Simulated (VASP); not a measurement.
# SiC (P6_3mc) in VASP: further runs, part 2 of 2

VASP 6.6.1. The steps go on from the part before.

## (3) Single point, PBEsol

This run uses another cell than the first one, of 10.34 Å³/atom.

The input, INCAR:

```
SYSTEM = SiC
PREC = Accurate ; ENCUT = 520
EDIFF = 1E-6 ; ISMEAR = -1
SIGMA = 0.1 ; LREAL = .FALSE.
LASPH = .TRUE. ; NELM = 80
ALGO = Normal ; ISIF = 2
LWAVE = .FALSE. ; LCHARG = .FALSE.
GGA = PS ; NBANDS = 16
```

The input, KPOINTS:

```
regular mesh
0
G
  12 12 6
  0 0 0
```

The input, POSCAR:

```
SiC
1.0
    3.0757719584      0.0000000000      0.0000000000
   -1.5378859792      2.6636966523      0.0000000000
    0.0000000000      0.0000000000      5.0475313051
Si C
2 2
Direct
    0.3333333333      0.6666666667      0.0045931155
    0.6666666667      0.3333333333      0.5045931155
    0.3333333333      0.6666666667      0.3804068845
    0.6666666667      0.3333333333      0.8804068845
```

Potentials or basis: VASP PAW PBE potentials, release 64 (Si, C).

Launch:

```console
cat potpaw_PBE.64/Si/POTCAR potpaw_PBE.64/C/POTCAR > POTCAR
mpirun -np 1 vasp_std > vasp.out
```

OUTCAR:

```text
SYSTEM = SiC
   PREC = Accurate
   ENCUT = 520
   EDIFF = 1E-6
   ISMEAR = -1
   LREAL = .FALSE.
   LASPH = .TRUE.
   NELM = 80
   ISIF = 2
   GGA = PS

 ion  position               nearest neighbor table
   1  0.333  0.667  0.005-   4 1.88   4 1.88   4 1.88   3 1.90   2 3.09   2 3.09   2 3.09   2 3.09
                             2 3.09   2 3.09
   2  0.667  0.333  0.505-   3 1.88   3 1.88   3 1.88   4 1.90   1 3.09   1 3.09   1 3.09   1 3.09
                             1 3.09   1 3.09
   3  0.333  0.667  0.380-   2 1.88   2 1.88   2 1.88   1 1.90
   4  0.667  0.333  0.880-   1 1.88   1 1.88   1 1.88   2 1.90

  LATTYP: Found a hexagonal cell.
 ALAT       =     3.0757719584
 C/A-ratio  =     1.6410616175

  Lattice vectors:

 A1 = (   3.0757719584,   0.0000000000,   0.0000000000)
 A2 = (  -1.5378859792,   2.6636966523,   0.0000000000)
 A3 = (   0.0000000000,   0.0000000000,   5.0475313051)

Analysis of symmetry for initial positions (statically):
=====================================================================
 Subroutine PRICEL returns:
 Original cell was already a primitive cell.

 Routine SETGRP: Setting up the symmetry group for a
 hexagonal supercell.

 Subroutine GETGRP returns: Found 12 space group operations
 (whereof  6 operations were pure point group operations)
 out of a pool of 24 trial point group operations.

The static configuration has the point symmetry C_3v.
 The point group associated with its full space group is C_6v.

Analysis of symmetry for dynamics (positions and initial velocities):
=====================================================================
 Subroutine PRICEL returns:
 Original cell was already a primitive cell.

 Routine SETGRP: Setting up the symmetry group for a
 hexagonal supercell.

 Subroutine GETGRP returns: Found 12 space group operations
 (whereof  6 operations were pure point group operations)
 out of a pool of 24 trial point group operations.

The dynamic configuration has the point symmetry C_3v.
 The point group associated with its full space group is C_6v.

 Subroutine INISYM returns: Found 12 space group operations
 (whereof  6 operations are pure point group operations),
 and found     1 'primitive' translations

----------------------------------------------------------------------------------------

                                     Primitive cell

  volume of cell :      41.3540

  direct lattice vectors                    reciprocal lattice vectors
     3.075771958  0.000000000  0.000000000     0.325121632  0.187709062  0.000000000
    -1.537885979  2.663696652  0.000000000     0.000000000  0.375418124  0.000000000
     0.000000000  0.000000000  5.047531305     0.000000000  0.000000000  0.198116651

  length of vectors
     3.075771958  3.075771958  5.047531305     0.375418124  0.375418124  0.198116651

  position of ions in fractional coordinates (direct lattice)
     0.333333333  0.666666667  0.004593116
     0.666666667  0.333333333  0.504593116
     0.333333333  0.666666667  0.380406884
     0.666666667  0.333333333  0.880406884

  ion indices of the primitive-cell ions
   primitive index   ion index
                 1           1
                 2           2
                 3           3
                 4           4

[... 31 lines left out ...]
  0.250000 -0.000000  0.000000      6.000000
  0.333333 -0.000000  0.000000      6.000000
  0.416667 -0.000000  0.000000      6.000000
[... 16 lines left out ...]
  0.250000 -0.000000  0.166667     12.000000
  0.333333 -0.000000  0.166667     12.000000
 [... further k-points ...]
   k-points           NKPTS =     76   k-points in BZ     NKDIM =     76   number of bands    NBANDS=     16
   number of dos      NEDOS =    301   number of ions     NIONS =      4
   total plane-waves  NPLWV =  23040
   dimension x,y,z NGX =    24 NGY =   24 NGZ =   40
   dimension x,y,z NGXF=    48 NGYF=   48 NGZF=   80
   ions per type =               2   2
   NGX,Y,Z   is equivalent  to a cutoff of  12.97, 12.97, 13.17 a.u.
   NGXF,Y,Z  is equivalent  to a cutoff of  25.94, 25.94, 26.35 a.u.
 SYSTEM =  SiC
   PREC   = accura    normal or accurate (medium, high low for compatibility)
   ISTART =      0    job   : 0-new  1-cont  2-samecut
   ICHARG =      2    charge: 1-file 2-atom 10-const
   ISPIN  =      1    spin polarized calculation?
   LNONCOLLINEAR =      F non collinear calculations
   LSORBIT =      F    spin-orbit coupling
   LASPH  =      T    aspherical Exc in radial PAW
   ENCUT  =  520.0 eV  38.22 Ry    6.18 a.u.   5.72  5.72  9.39*2*pi/ulx,y,z
   NELM   =     80;   NELMIN=  2; NELMDL= -5     # of ELM steps
   EDIFF  = 0.1E-05   stopping-criterion for ELM
   LREAL  =      F    real-space projection
   EDIFFG = 0.1E-04   stopping-criterion for IOM
   NSW    =      0    number of steps for IOM
   IBRION =     -1    ionic relax: 0-MD 1-quasi-New 2-CG
   NFREE  =      0    steps in history (QN), initial steepest desc. (CG)
   ISIF   =      2    stress and relaxation
   ISYM   =      2    0-nonsym 1-usesym 2-fastsym
   POTIM  = 0.5000    time-step for ionic-motion
   TEBEG  =    0.0;   TEEND  =   0.0 temperature during run
   PSTRESS=    0.0 pullay stress
   NELECT =      16.0000    total number of electrons
   NUPDOWN=      -1.0000    fix difference up-down
   EMIN   =  10.00;   EMAX   =-10.00  energy-range for DOS
   EFERMI =   0.00;   METHOD = LEGACY
   ISMEAR =    -1;   SIGMA  =   0.10  broadening in eV -4-tet -1-fermi 0-gaus
   EFERMI_NEDOS =   21; number of points for ismear=-14 and -15
   IALGO  =     38    algorithm
   IMIX   =      4    mixing-type and parameters
     AMIX     =   0.40;   BMIX     =  1.00
     AMIX_MAG =   1.60;   BMIX_MAG =  1.00
  volume/ion in A,a.u.               =      10.34        69.77
  Fermi-wavevector in a.u.,A,eV,Ry     =   1.192913  2.254279 19.361661  1.423042
  Thomas-Fermi vector in A             =   2.328940
   LORBIT       =      0    0 simple, 1 ext, 2 COOP (PROOUT), +10 PAW based schemes
   GGA     = PS    functional components
   LHFCALC =     F    Hartree Fock is set to
   AEXX    =    0.0000 exact exchange contribution
   IVDW    =     0    specifies the selected vdW correction
   LEPSILON=     F    determine dielectric tensor
   LRPA    =     F    only Hartree local field effects (RPA)
 non-spin polarized calculation
  energy-cutoff  :      520.00
  volume of cell :       41.35
 maximum number of plane-waves:      1132
 NGX is ok and might be reduce to    24
   NGX = 11   NGY = 11   NGZ = 19

 number of electron      15.9999999 magnetization

 Free energy of the ion-electron system (eV)
  ---------------------------------------------------
  ext. energy  EPLUGINS =         0.00000000
  ---------------------------------------------------
  free energy    TOTEN  =       -31.82218382 eV

  energy without entropy =      -31.82218302  energy(sigma->0) =      -31.82218342

 E-fermi :   9.3433     XC(G=0): -11.5003

 val. band max:        8.2115988611   @ k =   0.0000   0.0000   0.0000
 cond. band min:      10.3246219653   @ k =   0.3333   0.3333   0.0000
 fundamental gap:      2.1130231043
 Fermi energy:         9.3433034169

 k-point     1 :       0.0000    0.0000    0.0000
  band No.  band energies     occupation
      1      -7.3804      2.00000
      2      -3.7751      2.00000
      3      -0.5530      2.00000
      4       6.8891      2.00000
      5       6.8891      2.00000
      6       8.0985      1.99999
[... 433 lines left out ...]
      3       0.8539      2.00000
      4       2.5137      2.00000
      5       3.4168      2.00000
      6       5.3414      2.00000
[... 8 lines left out ...]
     15      19.4472      0.00000
     16      20.1949      0.00000

 [... further k-points ...]

------------------------ aborting loop because EDIFF is reached ----------------------------------------

  FORCE on cell =-STRESS in cart. coord.  units (eV):
  Direction    XX          YY          ZZ          XY          YZ          ZX
  --------------------------------------------------------------------------------------
  -------------------------------------------------------------------------------------
  Total        0.0994271      0.0994271      0.0980115      0.0000000      0.0000000     -0.0000000
  in kB        3.8520971      3.8520971      3.7972527      0.0000000      0.0000000     -0.0000000
  external PRESSURE =       3.8338156 kB  Pullay stress =       0.0000000 kB

 VOLUME and BASIS-vectors are now :
 -----------------------------------------------------------------------------
  energy-cutoff  :      520.00
  volume of cell :       41.35
      direct lattice vectors                 reciprocal lattice vectors
     3.075771958  0.000000000  0.000000000     0.325121632  0.187709062  0.000000000
    -1.537885979  2.663696652  0.000000000     0.000000000  0.375418124  0.000000000
     0.000000000  0.000000000  5.047531305     0.000000000  0.000000000  0.198116651

 POSITION                                       TOTAL-FORCE (eV/Angst)
 -----------------------------------------------------------------------------------
     -0.00000      1.77580      0.02318        -0.000000      0.000000      0.000754
      1.53789      0.88790      2.54695         0.000000      0.000000      0.000754
     -0.00000      1.77580      1.92012         0.000000     -0.000000     -0.000754
      1.53789      0.88790      4.44388        -0.000000      0.000000     -0.000754
 -----------------------------------------------------------------------------------
    total drift:                               -0.000000     -0.000000     -0.000146

  FREE ENERGIE OF THE ION-ELECTRON SYSTEM (eV)
  ---------------------------------------------------
  free  energy   TOTEN  =       -31.8221838195 eV

  energy  without entropy=      -31.8221830245  energy(sigma->0) =      -31.82218342
```

stdout:

```text
POSCAR found type information on POSCAR SiC
 POSCAR found :  2 types and       4 ions
 scaLAPACK will be used
 -----------------------------------------------------------------------------
|                                                                             |
|                                                                             |
|     You enforced a specific xc type in the INCAR file but a different       |
|     I HOPE YOU KNOW WHAT YOU ARE DOING!                                     |
|                                                                             |
 -----------------------------------------------------------------------------

 LDA part: xc-table for (Slater+PW92), standard interpolation
 POSCAR, INCAR and KPOINTS ok, starting setup
 FFT: planning ... GRIDC
 FFT: planning ... GRID_SOFT
 FFT: planning ... GRID
 WAVECAR not read
 entering main loop
```

Run time: 26 s. Hardware: 1 thread of Intel Xeon Platinum 8488C (Sapphire Rapids), shared host; peak memory 0.17 GiB.

What came out:

| Quantity | Value |
| --- | --- |
| Free energy | -31.8222 eV |
| Pressure | 0.4 GPa |
| Band gap on the k mesh | 2.11 eV (least direct gap 3.85 eV) |

Levels at points of the mesh, in eV from the valence-band top:
```tsv
k point	band 6	band 7	band 8	band 9	band 10	band 11
(0.00, 0.00, 0.00)	-0.11	0.00	0.00	4.74	6.15	6.59
(0.50, 0.00, 0.00)	-3.34	-3.34	-1.20	2.65	4.12	6.80
(0.00, 0.00, 0.50)	-0.72	-0.72	-0.72	5.83	5.83	7.27
(0.50, 0.00, 0.50)	-2.46	-2.34	-2.34	3.17	3.17	5.16
```

Caveat: the PAW data sets were made with another functional, which shifts forces and pressure a little. A k mesh can miss the band edges.

## (4) Relaxation of cell and atoms, PBEsol, target pressure 10 GPa, at which the enthalpy is minimised

This run uses another cell than the first one, of 10.34 Å³/atom.

The input, INCAR:

```
SYSTEM = SiC
PREC = Accurate
ENCUT = 600
EDIFF = 1E-6
ISMEAR = 0
SIGMA = 0.01
LREAL = .False.
LASPH = .True.
NELM = 60
ALGO = Normal
ISIF = 3
LWAVE = .False.
LCHARG = .False.
GGA = PS
IBRION = 2
NSW = 100
EDIFFG = -0.002
PSTRESS = 100.0
```

The input, KPOINTS:

```
Automatic mesh
0
Gamma
  8 8 6
  0 0 0
```

POSCAR is that of step 3.

Launch:

```console
cat potpaw_PBE.64/Si/POTCAR potpaw_PBE.64/C/POTCAR > POTCAR
mpirun -np 1 vasp_std > vasp.out
```

It took 67 s on 1 thread of Intel Xeon Platinum 8488C (Sapphire Rapids), shared host; peak memory 0.18 GiB.

The run converged. Its results:

* Free energy: -31.7724 eV
* Relaxed volume: 9.93 Å³/atom
* Relaxed cell: a = 3.035 Å, b = 3.035 Å, c = 4.979 Å, α = 90.00°, β = 90.00°, γ = 120.00°
* Space group after relaxing (to 0.1 Å): P6_3mc (No. 186)
* Energy change on relaxing (the run minimises the enthalpy): +12.7 meV/atom
* Ionic steps: 7
* Pressure after relaxing: 10.0 GPa
* Band gap on the k mesh: 2.31 eV (least direct gap 3.93 eV)

The path:
| step | energy change (eV) | largest force (eV/Å) | pressure (GPa) | volume (Å³) |
| --- | --- | --- | --- | --- |
| 1 | 0.0000 | 0.0004 | 0.26 | 41.35 |
| 2 | 0.2654 | 0.0155 | 24.83 | 37.71 |
| 3 | 0.0497 | 0.0066 | 9.88 | 39.73 |
| 4 | 0.0517 | 0.0067 | 10.09 | 39.70 |
| 5 | 0.0500 | 0.0134 | 9.91 | 39.73 |
| 6 | 0.0509 | 0.0024 | 10.01 | 39.71 |
| 7 | 0.0507 | 0.0003 | 9.99 | 39.72 |

Final structure:
```yaml
crystal:
  lattice:
    - [3.03500, 0.00000, 0.00000]
    - [-1.51750, 2.62839, 0.00000]
    - [0.00000, 0.00000, 4.97865]
  atoms:
    - { symbol: Si, position: [0.33333, 0.66667, 0.00460] }
    - { symbol: Si, position: [0.66667, 0.33333, 0.50460] }
    - { symbol: C, position: [0.33333, 0.66667, 0.38040] }
    - { symbol: C, position: [0.66667, 0.33333, 0.88040] }
```

Levels at points of the mesh, in eV from the valence-band top:
| k point | band 6 | band 7 | band 8 | band 9 | band 10 | band 11 |
| --- | --- | --- | --- | --- | --- | --- |
| (0.00, 0.00, 0.00) | -0.11 | 0.00 | 0.00 | 5.08 | 6.58 | 6.83 |
| (0.50, 0.00, 0.00) | -3.46 | -3.43 | -1.21 | 2.72 | 4.16 | 7.11 |
| (0.00, 0.00, 0.50) | -0.72 | -0.72 | -0.72 | 6.17 | 6.17 | 7.49 |
| (0.50, 0.00, 0.50) | -2.52 | -2.38 | -2.38 | 3.26 | 3.26 | 5.34 |

Caveat: the cell is relaxed towards a set pressure, so the run minimises the enthalpy, not the energy; the PAW data sets were made with another functional, which shifts forces and pressure a little. A k mesh can miss the band edges.

## (5) Relaxation of cell and atoms, PBEsol

This run uses another cell than the first one, of 10.34 Å³/atom.

The input, INCAR:

```
SYSTEM = SiC
ALGO = Normal ; EDIFF = 1E-6
EDIFFG = -0.002 ; ENCUT = 600
GGA = PS ; IBRION = 2
ISIF = 3 ; ISMEAR = -1
LASPH = .True. ; LCHARG = .False.
LREAL = .False. ; LWAVE = .False.
NELM = 60 ; NSW = 100
PREC = Accurate ; SIGMA = 0.1
```

The input, KPOINTS:

```
k-points
0
Gamma
  12 12 6
  0 0 0
```

The input, POSCAR:

```
SiC
1.0
    3.0760000000      0.0000000000      0.0000000000
   -1.5380000000      2.6638941420      0.0000000000
    0.0000000000      0.0000000000      5.0480000000
Si C
2 2
Direct
    0.3333333333      0.6666666667      0.0000000000
    0.6666666667      0.3333333333      0.5000000000
    0.3333333333      0.6666666667      0.3850000000
    0.6666666667      0.3333333333      0.8850000000
```

Launch:

```console
cat potpaw_PBE.64/Si/POTCAR potpaw_PBE.64/C/POTCAR > POTCAR
mpirun -np 1 vasp_std > vasp.out
```

Wall time 1.8 min (1 thread of Intel Xeon Platinum 8488C (Sapphire Rapids), shared host); peak memory 0.19 GiB.

It converged, with:

* Free energy: -31.8245 eV
* Relaxed volume: 10.35 Å³/atom
* Relaxed cell: a = 3.077 Å, b = 3.077 Å, c = 5.050 Å, α = 90.00°, β = 90.00°, γ = 120.00°
* Space group after relaxing (to 0.1 Å): P6_3mc (No. 186)
* Energy gained by relaxing: 9.0 meV/atom
* Ionic steps: 7
* Pressure after relaxing: 0.0 GPa
* Band gap on the k mesh: 2.12 eV (least direct gap 3.85 eV)

Step by step:
| step | energy change (eV) | largest force (eV/Å) | pressure (GPa) | volume (Å³) |
| --- | --- | --- | --- | --- |
| 1 | 0.0000 | 0.7509 | 0.48 | 41.36 |
| 2 | -0.0027 | 0.6809 | -0.53 | 41.55 |
| 3 | -0.0330 | 0.0717 | -0.34 | 41.46 |
| 4 | -0.0360 | 0.0152 | 0.27 | 41.35 |
| 5 | -0.0361 | 0.0040 | 0.19 | 41.37 |
| 6 | -0.0361 | 0.0050 | -0.15 | 41.43 |
| 7 | -0.0361 | 0.0011 | 0.00 | 41.40 |

Final structure:
```xyz
4
Lattice="3.0769 0.0000 0.0000 -1.5385 2.6647 0.0000 0.0000 0.0000 5.0495" Properties=species:S:1:pos:R:3 pbc="T T T"
Si    0.0000    1.7765    0.0232
Si    1.5385    0.8882    2.5479
C     0.0000    1.7765    1.9209
C     1.5385    0.8882    4.4457
```

Levels at points of the mesh, in eV from the valence-band top:
| k point | band 4 | band 5 | band 6 | band 7 | band 8 | band 9 | band 10 | band 11 | band 12 |
| --- | --- | --- | --- | --- | --- | --- | --- | --- | --- |
| (0.00, 0.00, 0.00) | -1.32 | -1.32 | -0.11 | 0.00 | 0.00 | 4.73 | 6.14 | 6.59 | 6.59 |
| (0.50, 0.00, 0.00) | -6.31 | -5.47 | -3.34 | -3.34 | -1.20 | 2.65 | 4.12 | 6.79 | 7.04 |
| (0.00, 0.00, 0.50) | -4.46 | -0.71 | -0.71 | -0.71 | -0.71 | 5.82 | 5.82 | 7.27 | 7.27 |
| (0.50, 0.00, 0.50) | -8.31 | -2.46 | -2.46 | -2.34 | -2.34 | 3.17 | 3.17 | 5.15 | 5.15 |

Caveat: the PAW data sets were made with another functional, which shifts forces and pressure a little. A k mesh can miss the band edges.

## (6) The runs side by side

```csv
task,cell,k mesh,cutoff (eV),smearing,gap on the mesh (eV),pressure (GPa)
single point,"a = 3.034, b = 3.034, c = 4.977 Å, angles 90.0, 90.0, 120.0°, 4 atoms, atomic positions A",8 × 8 × 6,520,gaussian 0.01 eV,2.31,10.4
single point,"a = 3.076, b = 3.076, c = 5.048 Å, angles 90.0, 90.0, 120.0°, 4 atoms, atomic positions A",12 × 12 × 6,520,fermi-dirac 0.1 eV,2.11,0.4
relaxation of cell and atoms,"relaxed to 10 GPa from a = 3.076, b = 3.076, c = 5.048 Å, angles 90.0, 90.0, 120.0°, 4 atoms, atomic positions A",8 × 8 × 6,600,gaussian 0.01 eV,2.31,10.0
relaxation of cell and atoms,"relaxed from a = 3.076, b = 3.076, c = 5.048 Å, angles 90.0, 90.0, 120.0°, 4 atoms, atomic positions B",12 × 12 × 6,600,fermi-dirac 0.1 eV,2.12,0.0
```

Alike in all rows: level PBEsol; potentials or basis VASP PAW PBE potentials, release 64 (Si, C); no spin polarisation.

Caveats: the PAW data sets were made with another functional, which shifts forces and pressure a little; the cell stands under pressure (at least some runs); the cell is relaxed towards a set pressure, so the run minimises the enthalpy, not the energy (at least some runs).

Absolute energies hang on the potentials; compare differences alone.
